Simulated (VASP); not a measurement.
# BiTe (Fm-3m) in VASP: a series of runs, part 2 of 2

VASP 6.6.1. The steps go on from the part before.

## Step 4: Single point, r2SCAN (32.50 Å³/atom)

This run uses another cell than the first one, of 32.50 Å³/atom.

Input file POSCAR:

```
BiTe
1.0
    0.0000000000      3.1912784250      3.1912784250
    3.1912784250      0.0000000000      3.1912784250
    3.1912784250      3.1912784250      0.0000000000
Bi Te
1 1
Direct
    0.0000000000      0.0000000000      0.0000000000
    0.5000000000      0.5000000000      0.5000000000
```

Input file INCAR.step1:

```
SYSTEM = BiTe
ALGO     = Normal         ! electronic algorithm
EDIFF    = 1E-5           ! SCF threshold, eV
ENCUT    = 550            ! plane-wave cutoff, eV
GGA      = PE             ! functional
GGA_COMPAT= .False.      
ISMEAR   = 0              ! smearing method
LASPH    = .True.         ! aspherical terms in the spheres
LCHARG   = .False.        ! write CHGCAR
LREAL    = .False.        ! projectors in reciprocal space
LWAVE    = .True.         ! write WAVECAR
NBANDS   = 18             ! bands
NELM     = 120            ! most SCF steps
PREC     = Accurate       ! precision mode
SIGMA    = 0.15           ! smearing width, eV
```

Input file INCAR.step2:

```
SYSTEM = BiTe
ALGO     = Normal         ! electronic algorithm
EDIFF    = 1E-6           ! SCF threshold, eV
ENCUT    = 550            ! plane-wave cutoff, eV
GGA_COMPAT= .False.      
ISIF     = 2              ! what is computed and relaxed
ISMEAR   = 0              ! smearing method
ISTART   = 1            
LASPH    = .True.         ! aspherical terms in the spheres
LCHARG   = .True.         ! write CHGCAR
LELF     = .True.         ! ELF
LMIXTAU  = .True.       
LREAL    = .False.        ! projectors in reciprocal space
LVHAR    = .True.       
LWAVE    = .False.        ! write WAVECAR
METAGGA  = R2SCAN         ! meta-GGA
NBANDS   = 18             ! bands
NELM     = 120            ! most SCF steps
PREC     = Accurate       ! precision mode
SIGMA    = 0.15           ! smearing width, eV
```

Input file KPOINTS:

```
k-points
0
Gamma
  7 7 7
  0 0 0
```

Potentials or basis: VASP PAW PBE potentials, release 64 (Bi_d, Te).

Command:

```
$ cat potpaw_PBE.64/Bi_d/POTCAR potpaw_PBE.64/Te/POTCAR > POTCAR
$ cp INCAR.step1 INCAR
$ mpirun -np 1 vasp_std > vasp.out
$ cp INCAR.step2 INCAR
$ mpirun -np 1 vasp_std > vasp.out
```

OUTCAR:

```text
SYSTEM = BiTe
   EDIFF = 1E-6
   ENCUT = 550
   ISIF = 2
   ISMEAR = 0
   ISTART = 1
   LASPH = .True.
   LREAL = .False.
   METAGGA = R2SCAN
   NELM = 120
   PREC = Accurate

 ion  position               nearest neighbor table
   1  0.000  0.000  0.000-   2 3.19   2 3.19   2 3.19   2 3.19   2 3.19   2 3.19
   2  0.500  0.500  0.500-   1 3.19   1 3.19   1 3.19   1 3.19   1 3.19   1 3.19

  LATTYP: Found a face centered cubic cell.
 ALAT       =     6.3825568500

  Lattice vectors:

 A1 = (   0.0000000000,   3.1912784250,   3.1912784250)
 A2 = (   3.1912784250,   0.0000000000,   3.1912784250)
 A3 = (   3.1912784250,   3.1912784250,   0.0000000000)

Analysis of symmetry for initial positions (statically):
=====================================================================
 Subroutine PRICEL returns:
 Original cell was already a primitive cell.

 Routine SETGRP: Setting up the symmetry group for a
 face centered cubic supercell.

 Subroutine GETGRP returns: Found 48 space group operations
 (whereof 48 operations were pure point group operations)
 out of a pool of 48 trial point group operations.

The static configuration has the point symmetry O_h .

Analysis of symmetry for dynamics (positions and initial velocities):
=====================================================================
 Subroutine PRICEL returns:
 Original cell was already a primitive cell.

 Routine SETGRP: Setting up the symmetry group for a
 face centered cubic supercell.

 Subroutine GETGRP returns: Found 48 space group operations
 (whereof 48 operations were pure point group operations)
 out of a pool of 48 trial point group operations.

The dynamic configuration has the point symmetry O_h .

 Subroutine INISYM returns: Found 48 space group operations
 (whereof 48 operations are pure point group operations),
 and found     1 'primitive' translations

----------------------------------------------------------------------------------------

                                     Primitive cell

  volume of cell :      65.0016

  direct lattice vectors                    reciprocal lattice vectors
     0.000000000  3.191278425  3.191278425    -0.156677022  0.156677022  0.156677022
     3.191278425  0.000000000  3.191278425     0.156677022 -0.156677022  0.156677022
     3.191278425  3.191278425  0.000000000     0.156677022  0.156677022 -0.156677022

  length of vectors
     4.513149230  4.513149230  4.513149230     0.271372562  0.271372562  0.271372562

  position of ions in fractional coordinates (direct lattice)
     0.000000000  0.000000000  0.000000000
     0.500000000  0.500000000  0.500000000

  ion indices of the primitive-cell ions
   primitive index   ion index
                 1           1
                 2           2

----------------------------------------------------------------------------------------

 KPOINTS: k-points

Automatic generation of k-mesh.
 Grid dimensions read from file:
 generate k-points for:    7    7    7

 Generating k-lattice:

  Cartesian coordinates                     Fractional coordinates (reciprocal lattice)
    -0.022382432  0.022382432  0.022382432     0.142857143  0.000000000  0.000000000
     0.022382432 -0.022382432  0.022382432     0.000000000  0.142857143  0.000000000
     0.022382432  0.022382432 -0.022382432     0.000000000  0.000000000  0.142857143

  Length of vectors
     0.038767509  0.038767509  0.038767509

  Shift w.r.t. Gamma in fractional coordinates (k-lattice)
     0.000000000  0.000000000  0.000000000

 Subroutine IBZKPT returns following result:
 ===========================================

 Found     20 irreducible k-points:

 Following reciprocal coordinates:
            Coordinates               Weight
  0.000000  0.000000  0.000000      1.000000
  0.142857  0.000000  0.000000      8.000000
  0.285714  0.000000  0.000000      8.000000
  0.428571  0.000000  0.000000      8.000000
  0.142857  0.142857  0.000000      6.000000
  0.285714  0.142857  0.000000     24.000000
[... 12 lines left out ...]
 -0.428571  0.428571  0.142857     24.000000
 -0.285714  0.428571  0.142857     24.000000
   k-points           NKPTS =     20   k-points in BZ     NKDIM =     20   number of bands    NBANDS=     18
   number of dos      NEDOS =    301   number of ions     NIONS =      2
   total plane-waves  NPLWV =  46656
   dimension x,y,z NGX =    36 NGY =   36 NGZ =   36
   dimension x,y,z NGXF=    72 NGYF=   72 NGZF=   72
   ions per type =               1   1
   NGX,Y,Z   is equivalent  to a cutoff of  13.26, 13.26, 13.26 a.u.
   NGXF,Y,Z  is equivalent  to a cutoff of  26.52, 26.52, 26.52 a.u.
 SYSTEM =  BiTe
   PREC   = accura    normal or accurate (medium, high low for compatibility)
   ISTART =      1    job   : 0-new  1-cont  2-samecut
   ICHARG =      0    charge: 1-file 2-atom 10-const
   ISPIN  =      1    spin polarized calculation?
   LNONCOLLINEAR =      F non collinear calculations
   LSORBIT =      F    spin-orbit coupling
   LASPH  =      T    aspherical Exc in radial PAW
   ENCUT  =  550.0 eV  40.42 Ry    6.36 a.u.   8.63  8.63  8.63*2*pi/ulx,y,z
   NELM   =    120;   NELMIN=  2; NELMDL=  0     # of ELM steps
   EDIFF  = 0.1E-05   stopping-criterion for ELM
   LREAL  =      F    real-space projection
   EDIFFG = 0.1E-04   stopping-criterion for IOM
   NSW    =      0    number of steps for IOM
   IBRION =     -1    ionic relax: 0-MD 1-quasi-New 2-CG
   NFREE  =      0    steps in history (QN), initial steepest desc. (CG)
   ISIF   =      2    stress and relaxation
   ISYM   =      2    0-nonsym 1-usesym 2-fastsym
   POTIM  = 0.5000    time-step for ionic-motion
   TEBEG  =    0.0;   TEEND  =   0.0 temperature during run
   PSTRESS=    0.0 pullay stress
   NELECT =      21.0000    total number of electrons
   NUPDOWN=      -1.0000    fix difference up-down
   EMIN   =  10.00;   EMAX   =-10.00  energy-range for DOS
   EFERMI =   0.00;   METHOD = LEGACY
   ISMEAR =     0;   SIGMA  =   0.15  broadening in eV -4-tet -1-fermi 0-gaus
   EFERMI_NEDOS =   21; number of points for ismear=-14 and -15
   IALGO  =     38    algorithm
   IMIX   =      4    mixing-type and parameters
     AMIX     =   0.40;   BMIX     =  1.00
     AMIX_MAG =   1.60;   BMIX_MAG =  1.00
  volume/ion in A,a.u.               =      32.50       219.33
  Fermi-wavevector in a.u.,A,eV,Ry     =   1.123328  2.122782 17.168725  1.261866
  Thomas-Fermi vector in A             =   2.259993
   LORBIT       =      0    0 simple, 1 ext, 2 COOP (PROOUT), +10 PAW based schemes
   METAGGA = R2SCAN    functional components
   LHFCALC =     F    Hartree Fock is set to
   AEXX    =    0.0000 exact exchange contribution
   IVDW    =     0    specifies the selected vdW correction
   LEPSILON=     F    determine dielectric tensor
   LRPA    =     F    only Hartree local field effects (RPA)
 non-spin polarized calculation
 Gauss-broadening in eV      SIGMA  =   0.15
  energy-cutoff  :      550.00
  volume of cell :       65.00
 maximum number of plane-waves:      1922
   NGX = 17   NGY = 17   NGZ = 17

 number of electron      21.0000003 magnetization

 Free energy of the ion-electron system (eV)
  ---------------------------------------------------
  ext. energy  EPLUGINS =         0.00000000
  ---------------------------------------------------
  free energy    TOTEN  =       -83.99803458 eV

  energy without entropy =      -83.97484899  energy(sigma->0) =      -83.98644178

 E-fermi :   7.1697     XC(G=0): -10.1952

 val. band max:        7.1335462661   @ k =   0.2857   0.1429   0.0000
 cond. band min:       7.1857928532   @ k =   0.1429   0.1429   0.0000
 fundamental gap:      0.0522465871
 Fermi energy:         7.1697403110

 k-point     1 :       0.0000    0.0000    0.0000
  band No.  band energies     occupation
      1     -16.8165      2.00000
      2     -16.8165      2.00000
      3     -16.8086      2.00000
      4     -16.8086      2.00000
      5     -16.8086      2.00000
      6      -7.3475      2.00000
[... 10 lines left out ...]
     17      14.0264      0.00000
     18      14.0897      0.00000
[... 379 lines left out ...]
 k-point    20 :      -0.2857    0.4286    0.1429
  band No.  band energies     occupation
      1     -16.8307      2.00000
      2     -16.8169      2.00000
      3     -16.8059      2.00000
      4     -16.8023      2.00000
      5     -16.7960      2.00000
      6      -4.7768      2.00000
[... 10 lines left out ...]
     17      17.2173      0.00000
     18      18.1333      0.00000

------------------------ aborting loop because EDIFF is reached ----------------------------------------

  FORCE on cell =-STRESS in cart. coord.  units (eV):
  Direction    XX          YY          ZZ          XY          YZ          ZX
  --------------------------------------------------------------------------------------
  -------------------------------------------------------------------------------------
  Total        0.9690733      0.9690733      0.9690733      0.0000000      0.0000000     -0.0000000
  in kB       23.8859846     23.8859846     23.8859846      0.0000000      0.0000000     -0.0000000
  external PRESSURE =      23.8859846 kB  Pullay stress =       0.0000000 kB

 VOLUME and BASIS-vectors are now :
 -----------------------------------------------------------------------------
  energy-cutoff  :      550.00
  volume of cell :       65.00
      direct lattice vectors                 reciprocal lattice vectors
     0.000000000  3.191278425  3.191278425    -0.156677022  0.156677022  0.156677022
     3.191278425  0.000000000  3.191278425     0.156677022 -0.156677022  0.156677022
     3.191278425  3.191278425  0.000000000     0.156677022  0.156677022 -0.156677022

 POSITION                                       TOTAL-FORCE (eV/Angst)
 -----------------------------------------------------------------------------------
      0.00000      0.00000      0.00000        -0.000000      0.000000      0.000000
      3.19128      3.19128      3.19128         0.000000     -0.000000     -0.000000
 -----------------------------------------------------------------------------------
    total drift:                               -0.000000      0.000000      0.000000

  FREE ENERGIE OF THE ION-ELECTRON SYSTEM (eV)
  ---------------------------------------------------
  free  energy   TOTEN  =       -83.9980345784 eV

  energy  without entropy=      -83.9748489861  energy(sigma->0) =      -83.98644178
```

Run time: 85 s. Hardware: 1 thread of Intel Xeon Platinum 8259CL at 2.50GHz (Skylake/Cascade Lake), shared host; peak memory 0.22 GiB.

What came out:

```
Free energy            : -83.9980 eV
Pressure               : 2.4 GPa
Band gap on the k mesh : zero (an odd number of electrons rules out a gap without spin polarisation)
```

Caveat: the PAW data sets were made with another functional, which shifts forces and pressure a little; spin-orbit coupling is left out, which moves the levels of the heavy elements.

## Step 5: Overview

| level | potentials or basis | cell | cutoff (eV) | smearing | gap on the mesh (eV) | pressure (GPa) |
| --- | --- | --- | --- | --- | --- | --- |
| BLYP | VASP PAW PBE potentials, release 64 (Bi_d, Te) | a = 4.575 Å, angles 60.0°, 2 atoms | 500 | tetrahedron | none | 4.5 |
| LDA | VASP PAW LDA potentials, release 64 (Bi_d, Te) | a = 4.575 Å, angles 60.0°, 2 atoms | 500 | methfessel-paxton 0.15 eV | none | -2.6 |
| r2SCAN | VASP PAW PBE potentials, release 64 (Bi_d, Te) | a = 4.513 Å, angles 60.0°, 2 atoms | 550 | gaussian 0.15 eV | none | 2.4 |

Alike in all rows: task single point; no spin polarisation; k mesh 7 × 7 × 7.

Caveats: spin-orbit coupling is left out, which moves the levels of the heavy elements; the PAW data sets were made with another functional, which shifts forces and pressure a little (at least some runs); the cell stands under pressure (at least some runs).

Total energies depend on the potentials used, so only differences within one code and one set of settings carry meaning.

The gap in the log of VASP goes by the Fermi energy; the results here count the filled bands.